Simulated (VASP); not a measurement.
# MnB3Ir (P6/mmm) in VASP: single point with PBE

Aim: the single point of MnB3Ir with PBE.

All numbers are computed with VASP 6.6.1; they aren't measurements. Logs are shortened: lines on timing, memory, paths and dates and some standing lists are left out, and cuts for length are marked.

**1. The cell of the first run**

It takes space group P6/mmm (No. 191, hexagonal). The conventional cell has a = 3.921 Å, b = 3.921 Å, c = 4.531 Å, α = 90.00°, β = 90.00°, γ = 120.00°. Within 2.6 Å of Mn (site symmetry 6/mmm) lie 6 B at 1.96 Å and 2 Ir at 2.27 Å. B (site symmetry mmm) has 4 B at 1.96 Å and 2 Mn at 1.96 Å within 2.6 Å. Within 3.0 Å of Ir (site symmetry 6/mmm) lie 2 Mn at 2.27 Å and 12 B at 3.00 Å.

The cell was generated, and may not be a known phase.

**2. Single point, PBE, collinear spin, ferromagnetic start**

INCAR reads:

```
SYSTEM = MnB3Ir
PREC = Accurate
ENCUT = 1230
EDIFF = 1E-6
ISMEAR = 0
SIGMA = 0.1
LREAL = .FALSE.
LASPH = .TRUE.
NELM = 200
ALGO = Normal
ISIF = 2
LWAVE = .FALSE.
LCHARG = .FALSE.
ISPIN = 2
MAGMOM = 4 0 0 0 0
LORBIT = 11
LMAXMIX = 4
GGA = PE
NBANDS = 32
GGA_COMPAT = .FALSE.
```

KPOINTS reads:

```
regular mesh
0
G
  6 6 4
  0 0 0
```

POSCAR reads:

```
MnB3Ir
1.0
    3.9214941583      0.0000000000      0.0000000000
   -1.9607470792      3.3961135619      0.0000000000
    0.0000000000      0.0000000000      4.5311873360
Mn B Ir
1 3 1
Direct
    0.0000000000      0.0000000000      0.0000000000
    0.5000000000      0.0000000000      0.0000000000
    0.0000000000      0.5000000000      0.0000000000
    0.5000000000      0.5000000000      0.0000000000
    0.0000000000      0.0000000000      0.5000000000
```

Potentials or basis: VASP PAW PBE potentials, release 64 (Mn_sv, B_h, Ir_sv_GW).

Started as:

```
cat potpaw_PBE.64/Mn_sv/POTCAR potpaw_PBE.64/B_h/POTCAR potpaw_PBE.64/Ir_sv_GW/POTCAR > POTCAR
mpirun -np 1 vasp_std > vasp.out
```

OUTCAR:

```text
SYSTEM = MnB3Ir
   PREC = Accurate
   ENCUT = 1230
   EDIFF = 1E-6
   ISMEAR = 0
   LREAL = .FALSE.
   LASPH = .TRUE.
   NELM = 200
   ISIF = 2
   ISPIN = 2
   LORBIT = 11
   GGA = PE

 ion  position               nearest neighbor table
   1  0.000  0.000  0.000-   4 1.96   4 1.96   2 1.96   2 1.96   3 1.96   3 1.96   5 2.27   5 2.27

   2  0.500  0.000  0.000-   1 1.96   1 1.96
   3  0.000  0.500  0.000-   1 1.96   1 1.96
   4  0.500  0.500  0.000-   1 1.96   1 1.96
   5  0.000  0.000  0.500-   1 2.27   1 2.27

  LATTYP: Found a hexagonal cell.
 ALAT       =     3.9214941583
 C/A-ratio  =     1.1554747127

  Lattice vectors:

 A1 = (   3.9214941583,   0.0000000000,   0.0000000000)
 A2 = (  -1.9607470792,   3.3961135619,   0.0000000000)
 A3 = (   0.0000000000,   0.0000000000,   4.5311873360)

Analysis of symmetry for initial positions (statically):
=====================================================================
 Subroutine PRICEL returns:
 Original cell was already a primitive cell.

 Routine SETGRP: Setting up the symmetry group for a
 hexagonal supercell.

 Subroutine GETGRP returns: Found 24 space group operations
 (whereof 24 operations were pure point group operations)
 out of a pool of 24 trial point group operations.

The static configuration has the point symmetry D_6h.

Analysis of symmetry for dynamics (positions and initial velocities):
=====================================================================
 Subroutine PRICEL returns:
 Original cell was already a primitive cell.

 Routine SETGRP: Setting up the symmetry group for a
 hexagonal supercell.

 Subroutine GETGRP returns: Found 24 space group operations
 (whereof 24 operations were pure point group operations)
 out of a pool of 24 trial point group operations.

The dynamic configuration has the point symmetry D_6h.

Analysis of structural, dynamic, and magnetic symmetry:
=====================================================================
 Subroutine PRICEL returns:
 Original cell was already a primitive cell.

 Routine SETGRP: Setting up the symmetry group for a
 hexagonal supercell.

 Subroutine GETGRP returns: Found 24 space group operations
 (whereof 24 operations were pure point group operations)
 out of a pool of 24 trial point group operations.

The overall configuration has the point symmetry D_6h.

 Subroutine INISYM returns: Found 24 space group operations
 (whereof 24 operations are pure point group operations),
 and found     1 'primitive' translations

----------------------------------------------------------------------------------------

                                     Primitive cell

  volume of cell :      60.3456

  direct lattice vectors                    reciprocal lattice vectors
     3.921494158  0.000000000  0.000000000     0.255004842  0.147227114  0.000000000
    -1.960747079  3.396113562  0.000000000     0.000000000  0.294454229  0.000000000
     0.000000000  0.000000000  4.531187336     0.000000000  0.000000000  0.220692707

  length of vectors
     3.921494158  3.921494158  4.531187336     0.294454229  0.294454229  0.220692707

  position of ions in fractional coordinates (direct lattice)
     0.000000000  0.000000000  0.000000000
     0.500000000  0.000000000  0.000000000
     0.000000000  0.500000000  0.000000000
     0.500000000  0.500000000  0.000000000
     0.000000000  0.000000000  0.500000000

  ion indices of the primitive-cell ions
   primitive index   ion index
                 1           1
                 2           2
                 3           3
                 4           4
                 5           5

----------------------------------------------------------------------------------------

 KPOINTS: regular mesh

Automatic generation of k-mesh.
 Grid dimensions read from file:
 generate k-points for:    6    6    4

 Generating k-lattice:

  Cartesian coordinates                     Fractional coordinates (reciprocal lattice)
     0.042500807  0.024537852  0.000000000     0.166666667  0.000000000  0.000000000
     0.000000000  0.049075705  0.000000000     0.000000000  0.166666667  0.000000000
     0.000000000  0.000000000  0.055173177     0.000000000  0.000000000  0.250000000

  Length of vectors
     0.049075705  0.049075705  0.055173177

  Shift w.r.t. Gamma in fractional coordinates (k-lattice)
     0.000000000  0.000000000  0.000000000

 Subroutine IBZKPT returns following result:
 ===========================================

 Found     21 irreducible k-points:

 Following reciprocal coordinates:
            Coordinates               Weight
  0.000000  0.000000  0.000000      1.000000
  0.166667 -0.000000  0.000000      6.000000
  0.333333  0.000000  0.000000      6.000000
  0.500000  0.000000  0.000000      3.000000
  0.166667  0.166667  0.000000      6.000000
  0.333333  0.166667  0.000000     12.000000
[... 13 lines left out ...]
  0.333333  0.166667  0.500000     12.000000
  0.333333  0.333333  0.500000      2.000000
   k-points           NKPTS =     21   k-points in BZ     NKDIM =     21   number of bands    NBANDS=     32
   number of dos      NEDOS =    301   number of ions     NIONS =      5
   total plane-waves  NPLWV = 124416
   dimension x,y,z NGX =    48 NGY =   48 NGZ =   54
   dimension x,y,z NGXF=    96 NGYF=   96 NGZF=  108
   ions per type =               1   3   1
   NGX,Y,Z   is equivalent  to a cutoff of  20.35, 20.35, 19.81 a.u.
   NGXF,Y,Z  is equivalent  to a cutoff of  40.70, 40.70, 39.62 a.u.
 SYSTEM =  MnB3Ir
   PREC   = accura    normal or accurate (medium, high low for compatibility)
   ISTART =      0    job   : 0-new  1-cont  2-samecut
   ICHARG =      2    charge: 1-file 2-atom 10-const
   ISPIN  =      2    spin polarized calculation?
   LNONCOLLINEAR =      F non collinear calculations
   LSORBIT =      F    spin-orbit coupling
   LASPH  =      T    aspherical Exc in radial PAW
   ENCUT  = 1230.0 eV  90.40 Ry    9.51 a.u.  11.21 11.21 12.96*2*pi/ulx,y,z
   NELM   =    200;   NELMIN=  2; NELMDL= -5     # of ELM steps
   EDIFF  = 0.1E-05   stopping-criterion for ELM
   LREAL  =      F    real-space projection
[... 7 lines left out ...]
   TEBEG  =    0.0;   TEEND  =   0.0 temperature during run
   PSTRESS=    0.0 pullay stress
   NELECT =      41.0000    total number of electrons
   NUPDOWN=      -1.0000    fix difference up-down
   EMIN   =  10.00;   EMAX   =-10.00  energy-range for DOS
   EFERMI =   0.00;   METHOD = LEGACY
   ISMEAR =     0;   SIGMA  =   0.10  broadening in eV -4-tet -1-fermi 0-gaus
   EFERMI_NEDOS =   21; number of points for ismear=-14 and -15
   IALGO  =     38    algorithm
   IMIX   =      4    mixing-type and parameters
     AMIX     =   0.40;   BMIX     =  1.00
     AMIX_MAG =   1.60;   BMIX_MAG =  1.00
  volume/ion in A,a.u.               =      12.07        81.45
  Fermi-wavevector in a.u.,A,eV,Ry     =   1.439199  2.719692 28.181663  2.071294
  Thomas-Fermi vector in A             =   2.558081
   LORBIT       =     11    0 simple, 1 ext, 2 COOP (PROOUT), +10 PAW based schemes
   GGA     = PE    functional components
   LHFCALC =     F    Hartree Fock is set to
   AEXX    =    0.0000 exact exchange contribution
   IVDW    =     0    specifies the selected vdW correction
   LEPSILON=     F    determine dielectric tensor
   LRPA    =     F    only Hartree local field effects (RPA)
 spin polarized calculation
 Gauss-broadening in eV      SIGMA  =   0.10
  energy-cutoff  :     1230.00
  volume of cell :       60.35
 maximum number of plane-waves:      5934
 NGX is ok and might be reduce to    48
   NGX = 23   NGY = 23   NGZ = 25

 number of electron      41.0000000 magnetization      -0.0001418

 number of electron      41.0000000 magnetization       0.0005122

 Free energy of the ion-electron system (eV)
  ---------------------------------------------------
  ext. energy  EPLUGINS =         0.00000000
  ---------------------------------------------------
  free energy    TOTEN  =       -34.09525431 eV

  energy without entropy =      -34.07806134  energy(sigma->0) =      -34.08665782

 E-fermi :   7.1363     XC(G=0): -11.5456

 val. band max:        7.0917289453   @ k =   0.1667  -0.0000   0.5000
 cond. band min:       7.1438778241   @ k =   0.3333   0.0000   0.2500
 fundamental gap:      0.0521488788
 Fermi energy:         7.1363045140

 spin component 1

 k-point     1 :       0.0000    0.0000    0.0000
  band No.  band energies     occupation
      1     -84.5425      1.00000
      2     -72.2425      1.00000
      3     -42.4180      1.00000
      4     -41.1012      1.00000
      5     -41.1012      1.00000
      6     -40.9279      1.00000
[... 724 lines left out ...]
     31      16.7483      0.00000
     32      18.2604      0.00000
 Fermi energy:         7.1363045140

 spin component 2

 k-point     1 :       0.0000    0.0000    0.0000
  band No.  band energies     occupation
      1     -84.5424      1.00000
      2     -72.2425      1.00000
      3     -42.4179      1.00000
      4     -41.1011      1.00000
      5     -41.1011      1.00000
      6     -40.9278      1.00000
[... 724 lines left out ...]
     31      16.7483      0.00000
     32      18.2604      0.00000

------------------------ aborting loop because EDIFF is reached ----------------------------------------

  FORCE on cell =-STRESS in cart. coord.  units (eV):
  Direction    XX          YY          ZZ          XY          YZ          ZX
  --------------------------------------------------------------------------------------
  -------------------------------------------------------------------------------------
  Total       -0.0698252     -0.0698252     -0.0132742      0.0000000     -0.0000000      0.0000000
  in kB       -1.8538606     -1.8538606     -0.3524313      0.0000000     -0.0000000      0.0000000
  external PRESSURE =      -1.3533842 kB  Pullay stress =       0.0000000 kB

 VOLUME and BASIS-vectors are now :
 -----------------------------------------------------------------------------
  energy-cutoff  :     1230.00
  volume of cell :       60.35
      direct lattice vectors                 reciprocal lattice vectors
     3.921494158  0.000000000  0.000000000     0.255004842  0.147227114  0.000000000
    -1.960747079  3.396113562  0.000000000     0.000000000  0.294454229  0.000000000
     0.000000000  0.000000000  4.531187336     0.000000000  0.000000000  0.220692707

 POSITION                                       TOTAL-FORCE (eV/Angst)
 -----------------------------------------------------------------------------------
      0.00000      0.00000      0.00000        -0.000000      0.000000      0.000000
      1.96075      0.00000      0.00000         0.000000      0.000000      0.000000
     -0.98037      1.69806      0.00000         0.000000      0.000000      0.000000
      0.98037      1.69806      0.00000         0.000000      0.000000      0.000000
      0.00000      0.00000      2.26559        -0.000000      0.000000      0.000000
 -----------------------------------------------------------------------------------
    total drift:                                0.000000      0.000000      0.000000

  FREE ENERGIE OF THE ION-ELECTRON SYSTEM (eV)
  ---------------------------------------------------
  free  energy   TOTEN  =       -34.0952543111 eV

  energy  without entropy=      -34.0780613378  energy(sigma->0) =      -34.08665782

 total charge

# of ion       s       p       d       f       tot
--------------------------------------------------
    1        2.296   6.176   4.903   0.000  13.374
    2        0.195   0.347   0.000   0.000   0.542
    3        0.195   0.347   0.000   0.000   0.542
    4        0.195   0.347   0.000   0.000   0.542
    5        3.851   6.027   6.373   0.013  16.264
--------------------------------------------------
tot          6.732  13.243  11.276   0.013  31.263

 magnetization (x)

# of ion       s       p       d       f       tot
--------------------------------------------------
    1        0.000   0.000   0.000   0.000   0.000
    2        0.000   0.000   0.000   0.000   0.000
    3        0.000   0.000   0.000   0.000   0.000
    4        0.000   0.000   0.000   0.000   0.000
    5        0.000   0.000   0.000   0.000   0.000
--------------------------------------------------
tot          0.000   0.000   0.000   0.000   0.000
```

Wall time 6 min (1 thread of Intel Xeon Platinum 8259CL at 2.50GHz (Skylake/Cascade Lake), shared host); peak memory 0.62 GiB.

What came out:

```yaml
Free_energy: -34.0953 eV
Pressure: -0.1 GPa
Net_moment: 0.00 μB per cell
Valence_electrons_inside_the_program's_atomic_spheres: Mn 13.37; B 0.54; Ir 16.26
```

Caveat: the moments typed at the start vanished in this run; spin-orbit coupling is left out, which moves the levels of the heavy elements.
